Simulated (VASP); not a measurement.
Wanted: the native input for a VASP 6.6.1 run.

```
Task                   : single point
Functional             : PBE
Potentials or basis    : VASP PAW PBE potentials, release 64 (Ni)
Cutoff                 : 520 eV
k mesh                 : 16 × 16 × 16
Occupations            : gaussian, width 0.05 eV
Spin                   : collinear spin, ferromagnetic start
Starting moments       : [1.5] μB
Dipole correction      : no
Further INCAR settings : ALGO = Normal; EDIFF = 1e-06; NBANDS = 15
```

The structure of Ni lies in POSCAR:

```
Ni
1.0
    2.4917520000      0.0000000000      0.0000000000
    1.2458760000      2.1579205319      0.0000000000
    1.2458760000      0.7193068440      2.0345069885
Ni
1
Direct
    0.0000000000      0.0000000000      0.0000000000
```

One way to write it, as run:

INCAR

```
ALGO = Normal
EDIFF = 1E-6
ENCUT = 520
GGA = PE
ISIF = 2
ISMEAR = 0
ISPIN = 2
LASPH = T
LCHARG = F
LMAXMIX = 4
LORBIT = 11
LREAL = F
LWAVE = F
MAGMOM = 1.5
NBANDS = 15
NELM = 150
PREC = Accurate
SIGMA = 0.05
```

KPOINTS

```
k-points
0
Gamma
  16 16 16
```

Potentials or basis: VASP PAW PBE potentials, release 64 (Ni).

Run with:

```bash
$ cat potpaw_PBE.64/Ni/POTCAR > POTCAR
$ mpirun -np 1 vasp_std > vasp.out
```

It gave:

```
Pressure                                              : -1.2 GPa
Net moment                                            : 0.60 μB per cell
Site moments                                          : Ni +0.61 μB
Valence electrons inside the program's atomic spheres : Ni 9.30
```

Wall time 21 s on 1 thread of Intel(R) Xeon(R) 6975P-C (Granite Rapids), with other jobs on the host, peak memory 0.15 GiB.
